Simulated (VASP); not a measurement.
# SiO2 (P-4c2) in VASP: single point with PBE

Aim: the single point of SiO2 with PBE.

Everything below comes from runs of VASP 6.6.1. Logs are shortened: lines on timing, memory, paths and dates and some standing lists are left out, and cuts for length are marked.

**1. The cell of the first run**

Symmetry: P-4c2, No. 116, tetragonal system. Conventional cell: a = 6.580 Å, b = 6.580 Å, c = 8.215 Å, α = 90.00°, β = 90.00°, γ = 90.00°. Si (site symmetry 1) has 4 O at 1.61 to 1.65 Å within 2.1 Å. Within 2.2 Å of O (site symmetry 2) lie 2 Si at 1.64 Å. O (site symmetry 1) has 2 Si at 1.65 Å within 2.2 Å. Within 2.1 Å of O (site symmetry 2) lie 2 Si at 1.61 Å.

**2. Single point, PBE**

File INCAR:

```
SYSTEM = SiO2
PREC = Accurate
ENCUT = 520
EDIFF = 1E-7
ISMEAR = 0
SIGMA = 0.02
LREAL = Auto
LASPH = .True.
NELM = 80
ALGO = Normal
ISIF = 2
LWAVE = .False.
LCHARG = .False.
GGA = PE
NBANDS = 82
ISYM = 0
```

File KPOINTS:

```
Automatic mesh
0
Gamma
  2 2 1
  0.5 0.5 0
```

File POSCAR:

```
SiO2
1.0
    6.5800418792      0.0000000000      0.0000000000
    0.0000000000      6.5800418792      0.0000000000
    0.0000000000      0.0000000000      8.2150414638
Si O
8 16
Direct
    0.4631186131      0.7594064458      0.4027098213
    0.5368813869      0.7594064458      0.9027098213
    0.7594064458      0.5368813869      0.5972901787
    0.2405935542      0.4631186131      0.5972901787
    0.7594064458      0.4631186131      0.0972901787
    0.4631186131      0.2405935542      0.9027098213
    0.2405935542      0.5368813869      0.0972901787
    0.5368813869      0.2405935542      0.4027098213
    0.6682551805      0.6682551805      0.7500000000
    0.6688653194      0.3057556304      0.5657208049
    0.6688653194      0.6942443696      0.0657208049
    0.5000000000      0.0000000000      0.8800061982
    0.6942443696      0.3311346806      0.9342791951
    0.6682551805      0.3317448195      0.2500000000
    0.3057556304      0.3311346806      0.4342791951
    0.3311346806      0.6942443696      0.5657208049
    0.3057556304      0.6688653194      0.9342791951
    0.3317448195      0.6682551805      0.2500000000
    0.3317448195      0.3317448195      0.7500000000
    0.0000000000      0.5000000000      0.1199938018
    0.5000000000      0.0000000000      0.3800061982
    0.6942443696      0.6688653194      0.4342791951
    0.3311346806      0.3057556304      0.0657208049
    0.0000000000      0.5000000000      0.6199938018
```

Potentials or basis: VASP PAW PBE potentials, release 64 (Si, O).

Started as:

```
$ cat potpaw_PBE.64/Si/POTCAR potpaw_PBE.64/O/POTCAR > POTCAR
$ mpirun -np 1 vasp_std > vasp.out
```

OUTCAR:

```text
SYSTEM = SiO2
   PREC = Accurate
   ENCUT = 520
   EDIFF = 1E-7
   ISMEAR = 0
   LREAL = Auto
   LASPH = .True.
   NELM = 80
   ISIF = 2
   GGA = PE
   ISYM = 0

 ion  position               nearest neighbor table
   1  0.463  0.759  0.403-  21 1.61  18 1.64  16 1.65  22 1.65   3 2.92   4 2.92
   2  0.537  0.759  0.903-  12 1.61   9 1.64  11 1.65  17 1.65   5 2.92   7 2.92
   3  0.759  0.537  0.597-  24 1.61   9 1.64  22 1.65  10 1.65   1 2.92   8 2.92
   4  0.241  0.463  0.597-  24 1.61  19 1.64  15 1.65  16 1.65   1 2.92   8 2.92
   5  0.759  0.463  0.097-  20 1.61  14 1.64  13 1.65  11 1.65   2 2.92   6 2.92
   6  0.463  0.241  0.903-  12 1.61  19 1.64  23 1.65  13 1.65   5 2.92   7 2.92
   7  0.241  0.537  0.097-  20 1.61  18 1.64  17 1.65  23 1.65   2 2.92   6 2.92
   8  0.537  0.241  0.403-  21 1.61  14 1.64  10 1.65  15 1.65   3 2.92   4 2.92
   9  0.668  0.668  0.750-   2 1.64   3 1.64
  10  0.669  0.306  0.566-   8 1.65   3 1.65
  11  0.669  0.694  0.066-   2 1.65   5 1.65
  12  0.500  0.000  0.880-   2 1.61   6 1.61
  13  0.694  0.331  0.934-   5 1.65   6 1.65
  14  0.668  0.332  0.250-   5 1.64   8 1.64
[... 8 lines left out ...]
  23  0.331  0.306  0.066-   6 1.65   7 1.65
  24  0.000  0.500  0.620-   3 1.61   4 1.61

IMPORTANT INFORMATION: All symmetrisations will be switched off!
NOSYMM: (Re-)initialisation of all symmetry stuff for point group C_1.

----------------------------------------------------------------------------------------

                                     Primitive cell

  volume of cell :     355.6862

  direct lattice vectors                    reciprocal lattice vectors
     6.580041879  0.000000000  0.000000000     0.151974717  0.000000000  0.000000000
     0.000000000  6.580041879  0.000000000     0.000000000  0.151974717  0.000000000
     0.000000000  0.000000000  8.215041464     0.000000000  0.000000000  0.121727931

  length of vectors
     6.580041879  6.580041879  8.215041464     0.151974717  0.151974717  0.121727931

  position of ions in fractional coordinates (direct lattice)
     0.463118613  0.759406446  0.402709821
     0.536881387  0.759406446  0.902709821
     0.759406446  0.536881387  0.597290179
     0.240593554  0.463118613  0.597290179
     0.759406446  0.463118613  0.097290179
     0.463118613  0.240593554  0.902709821
[... 16 lines left out ...]
     0.331134681  0.305755630  0.065720805
     0.000000000  0.500000000  0.619993802

  ion indices of the primitive-cell ions
   primitive index   ion index
                 1           1
                 2           2
                 3           3
                 4           4
                 5           5
                 6           6
[... 16 lines left out ...]
                23          23
                24          24

----------------------------------------------------------------------------------------

[... 65 lines left out ...]
     AMIX     =   0.40;   BMIX     =  1.00
     AMIX_MAG =   1.60;   BMIX_MAG =  1.00
  volume/ion in A,a.u.               =      14.82       100.01
  Fermi-wavevector in a.u.,A,eV,Ry     =   1.164454  2.200500 18.448873  1.355954
  Thomas-Fermi vector in A             =   2.300992
   LORBIT       =      0    0 simple, 1 ext, 2 COOP (PROOUT), +10 PAW based schemes
   GGA     = PE    functional components
   LHFCALC =     F    Hartree Fock is set to
   AEXX    =    0.0000 exact exchange contribution
   IVDW    =     0    specifies the selected vdW correction
   LEPSILON=     F    determine dielectric tensor
   LRPA    =     F    only Hartree local field effects (RPA)
 non-spin polarized calculation
 Gauss-broadening in eV      SIGMA  =   0.02
  energy-cutoff  :      520.00
  volume of cell :      355.69
 maximum number of plane-waves:      9563
 NGX is ok and might be reduce to    50
   NGX = 25   NGY = 25   NGZ = 31

 number of electron     127.9999979 magnetization

 Free energy of the ion-electron system (eV)
  ---------------------------------------------------
  ext. energy  EPLUGINS =         0.00000000
  ---------------------------------------------------
  free energy    TOTEN  =      -186.25674633 eV

  energy without entropy =     -186.25674633  energy(sigma->0) =     -186.25674633

 E-fermi :   0.0650     XC(G=0):  -8.1680

 val. band max:       -0.0332211476   @ k =  -0.2500   0.2500   0.0000
 cond. band min:       6.0084200969   @ k =   0.2500   0.2500   0.0000
 fundamental gap:      6.0416412445
 Fermi energy:         0.0650357593

 k-point     1 :       0.2500    0.2500    0.0000
  band No.  band energies     occupation
      1     -19.5084      2.00000
      2     -18.9753      2.00000
      3     -18.7072      2.00000
      4     -18.6622      2.00000
      5     -18.5014      2.00000
      6     -18.1867      2.00000
[... 68 lines left out ...]
     75       9.0328      0.00000
     76       9.2692      0.00000

 k-point     2 :      -0.2500    0.2500    0.0000
  band No.  band energies     occupation
      1     -19.5084      2.00000
      2     -18.9753      2.00000
      3     -18.7072      2.00000
      4     -18.6622      2.00000
      5     -18.5014      2.00000
      6     -18.1867      2.00000
[... 68 lines left out ...]
     75       9.0328      0.00000
     76       9.2692      0.00000
 [bands above 76 left out]

------------------------ aborting loop because EDIFF is reached ----------------------------------------

  FORCE on cell =-STRESS in cart. coord.  units (eV):
  Direction    XX          YY          ZZ          XY          YZ          ZX
  --------------------------------------------------------------------------------------
  -------------------------------------------------------------------------------------
  Total       -0.0148145     -0.0147444      1.5583060     -0.0000104     -0.0000006     -0.0000389
  in kB       -0.0667316     -0.0664155      7.0193397     -0.0000467     -0.0000026     -0.0001750
  external PRESSURE =       2.2953975 kB  Pullay stress =       0.0000000 kB

 VOLUME and BASIS-vectors are now :
 -----------------------------------------------------------------------------
  energy-cutoff  :      520.00
  volume of cell :      355.69
      direct lattice vectors                 reciprocal lattice vectors
     6.580041879  0.000000000  0.000000000     0.151974717  0.000000000  0.000000000
     0.000000000  6.580041879  0.000000000     0.000000000  0.151974717  0.000000000
     0.000000000  0.000000000  8.215041464     0.000000000  0.000000000  0.121727931

 POSITION                                       TOTAL-FORCE (eV/Angst)
 -----------------------------------------------------------------------------------
      3.04734      4.99693      3.30828        -0.038846      0.028508     -0.017941
      3.53270      4.99693      7.41580         0.038849      0.028507     -0.017938
      4.99693      3.53270      4.90676         0.028509      0.038844      0.017937
      1.58312      3.04734      4.90676        -0.028509     -0.038849      0.017939
      4.99693      3.04734      0.79924         0.028508     -0.038847      0.017938
      3.04734      1.58312      7.41580        -0.038846     -0.028508     -0.017938
[... 16 lines left out ...]
      2.17888      2.01188      0.53990         0.029384     -0.016843     -0.024231
      0.00000      3.29002      5.09327        -0.000004     -0.000004     -0.004607
 -----------------------------------------------------------------------------------
    total drift:                               -0.000013      0.000012      0.000015

  FREE ENERGIE OF THE ION-ELECTRON SYSTEM (eV)
  ---------------------------------------------------
  free  energy   TOTEN  =      -186.2567463325 eV

  energy  without entropy=     -186.2567463325  energy(sigma->0) =     -186.25674633
```

OSZICAR:

```text
N       E                     dE             d eps       ncg     rms          rms(c)
DAV:   1     0.893425916950E+03    0.89343E+03   -0.65915E+04   328   0.142E+03
DAV:   2    -0.130896171342E+03   -0.10243E+04   -0.99740E+03   430   0.329E+02
DAV:   3    -0.209764796606E+03   -0.78869E+02   -0.78437E+02   384   0.988E+01
DAV:   4    -0.211141406803E+03   -0.13766E+01   -0.13723E+01   400   0.142E+01
DAV:   5    -0.211176589536E+03   -0.35183E-01   -0.35151E-01   384   0.216E+00    0.397E+01
DAV:   6    -0.186269075905E+03    0.24908E+02   -0.10542E+02   384   0.342E+01    0.185E+01
DAV:   7    -0.186279123039E+03   -0.10047E-01   -0.31346E+00   408   0.561E+00    0.689E+00
DAV:   8    -0.186241155055E+03    0.37968E-01   -0.15249E-01   400   0.202E+00    0.278E+00
DAV:   9    -0.186251337292E+03   -0.10182E-01   -0.83758E-02   392   0.130E+00    0.542E-01
DAV:  10    -0.186255771948E+03   -0.44347E-02   -0.69462E-03   368   0.319E-01    0.235E-01
DAV:  11    -0.186256965101E+03   -0.11932E-02   -0.26162E-03   368   0.228E-01    0.767E-02
DAV:  12    -0.186256941189E+03    0.23912E-04   -0.31554E-04   368   0.719E-02    0.582E-02
DAV:  13    -0.186256796653E+03    0.14454E-03   -0.23932E-04   368   0.730E-02    0.354E-02
DAV:  14    -0.186256749852E+03    0.46801E-04   -0.49477E-05   368   0.327E-02    0.112E-02
DAV:  15    -0.186256746407E+03    0.34445E-05   -0.14518E-05   384   0.163E-02    0.616E-03
DAV:  16    -0.186256746329E+03    0.77651E-07   -0.15460E-06   368   0.512E-03    0.198E-03
DAV:  17    -0.186256746332E+03   -0.30941E-08   -0.16680E-07   256   0.182E-03
   1 F= -.18625675E+03 E0= -.18625675E+03  d E =-.371785E-12
```

stdout:

```text
POSCAR found type information on POSCAR SiO
 POSCAR found :  2 types and      24 ions
 scaLAPACK will be used
 LDA part: xc-table for (Slater+PW92), standard interpolation
 POSCAR, INCAR and KPOINTS ok, starting setup
 FFT: planning ... GRIDC
 FFT: planning ... GRID_SOFT
 FFT: planning ... GRID
 WAVECAR not read
 entering main loop
```

It took 3.7 min on 1 thread of Intel Xeon 8259CL, shared host; peak memory 0.36 GiB.

Results:

```
Free energy            : -186.2567 eV
Pressure               : 0.2 GPa
Largest force          : 0.051 eV/Å
Band gap on the k mesh : 6.04 eV
```

Forces on the atoms (eV/Å):
```
Si  -0.039  0.029 -0.018
Si   0.039  0.029 -0.018
Si   0.029  0.039  0.018
Si  -0.029 -0.039  0.018
Si   0.029 -0.039  0.018
Si  -0.039 -0.029 -0.018
Si  -0.029  0.039  0.018
Si   0.039 -0.029 -0.018
O   -0.026 -0.026  0.000
O   -0.029 -0.017 -0.024
O   -0.029  0.017 -0.024
O    0.000  0.000  0.005
O    0.017  0.029  0.024
O   -0.026  0.026  0.000
O   -0.017  0.029  0.024
O    0.029  0.017 -0.024
O   -0.017 -0.029  0.024
O    0.026 -0.026  0.000
O    0.026  0.026  0.000
O    0.000  0.000 -0.005
O    0.000  0.000  0.005
O    0.017 -0.029  0.024
O    0.029 -0.017 -0.024
O    0.000  0.000 -0.005
```

Stress tensor (GPa, compression positive):
```
-0.01  0.00  0.00
 0.00 -0.01  0.00
 0.00  0.00  0.70
```

Levels at points of the mesh, in eV from the valence-band top:
```tsv
k point	band 60	band 61	band 62	band 63	band 64	band 65	band 66	band 67	band 68	band 69
(0.25, 0.25, 0.00)	-0.39	-0.21	-0.21	-0.20	0.00	6.04	7.55	7.71	8.09	8.15
```

Caveat: the k points lie up to 0.76 Å⁻¹ apart; a shifted mesh leaves out Γ, where band edges can lie.
